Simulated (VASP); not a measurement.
Write the native input for VASP 6.6.1 that does the following.

```yaml
Task: single point
Functional: PBE
Potentials_or_basis: VASP PAW PBE potentials, release 64 (Pr_3, F), 4f in core
Cutoff: 600 eV
k_mesh: 6 × 6 × 6
Occupations: gaussian, width 0.1 eV
Spin: no spin polarisation
Dipole_correction: no
Further_INCAR_settings: ALGO = Normal; EDIFF = 1e-06; NBANDS = 22
```

The structure of Pr2F lies in POSCAR:

```
Pr2F
1.0
    4.8572332300      0.0000000000      0.0000000000
   -2.4286166100      4.2064873700      0.0000000000
    0.0000000000      0.0000000000      3.3890420500
Pr F
2 1
Direct
    0.3333333300      0.6666666700      0.5000000000
    0.6666666700      0.3333333300      0.5000000000
    0.0000000000      0.0000000000      0.5000000000
```

The cell was generated, and may not be a known phase.

These files were run (other wordings do the same):

INCAR

```
  PREC = Accurate
  ENCUT = 600
  EDIFF = 1E-6
  ISMEAR = 0
  SIGMA = 0.1
  LREAL = F
  LASPH = T
  NELM = 200
  ALGO = Normal
  ISIF = 2
  LWAVE = F
  LCHARG = T
  GGA = PE
  LELF = T
  LVHAR = T
  NBANDS = 22
  GGA_COMPAT = F
  LMAXMIX = 6
```

KPOINTS

```
regular mesh
0
Gamma
  6 6 6
```

Potentials or basis: VASP PAW PBE potentials, release 64 (Pr_3, F), 4f in core.

Run with:

```bash
$ cat potpaw_PBE.64/Pr_3/POTCAR potpaw_PBE.64/F/POTCAR > POTCAR
$ mpirun -np 1 vasp_std > vasp.out
```

It gave:

```json
{"Pressure": "6.4 GPa", "Band gap on the k mesh": "zero (an odd number of electrons rules out a gap without spin polarisation)"}
```

Caveat: the stress differs along the axes, from 1 to 9 GPa; spin-orbit coupling is left out, which moves the levels of the heavy elements; the 4f electrons are frozen in the core, so they carry no moment and show no levels; the run has no spin polarisation, though such a crystal can be magnetic.

Run time: 23 s on 1 thread of AMD EPYC 9R45 96-Core Processor (Zen 5) (shared host), peak memory 0.19 GiB.
